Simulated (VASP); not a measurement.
**Rh: single point with PBE**

Crystal: Rh.

```
Rh
1.0
     2.86110    0.00000    0.00000
    -1.43055    2.47779    0.00000
     0.00000    0.00000    4.10450
Rh
2
Direct
  0.66667 0.33333 0.75000
  0.33333 0.66667 0.25000
```

This isn't the form of Rh at room conditions, which is fcc.

| Item | Value |
| --- | --- |
| Program | VASP 6.6.1 |
| Task | single point |
| Functional | PBE |
| Potentials or basis | VASP PAW PBE potentials, release 64 (Rh_pv) |
| Cutoff | 520 eV |
| k mesh | 18 × 18 × 10 |
| Occupations | gaussian, width 0.15 eV |
| Spin | no spin polarisation |
| Dipole correction | no |
| Further INCAR settings | ALGO = Fast; EDIFF = 1e-06; NBANDS = 22 |

- Pressure: -3.4 GPa
- Band gap on the k mesh: zero (bands 15 and 16 overlap by 1.74 eV)

Stress tensor (GPa, compression positive):
```
-10.95   0.00   0.00
  0.00 -10.95   0.00
  0.00   0.00  11.63
```

Levels at points of the mesh, in eV from the Fermi level:
```tsv
k point	band 12	band 13	band 14	band 15	band 16	band 17	band 18	band 19
(0.00, 0.00, 0.00)	-2.50	-2.15	-2.15	-1.98	0.13	0.13	2.09	9.83
(0.50, 0.00, 0.00)	-1.99	-1.52	-0.17	0.35	0.94	2.51	4.36	10.50
(0.00, 0.00, 0.50)	-3.26	-2.47	-2.47	-0.27	-0.27	-0.27	-0.27	14.86
(0.50, 0.00, 0.50)	-1.93	-0.37	-0.37	0.19	0.19	2.47	2.47	8.61
```

It took 41 s on 1 thread of Intel(R) Xeon(R) 6975P-C (Granite Rapids), on a shared host, peak memory 0.23 GiB.

Caveat: the cell stands under tension.
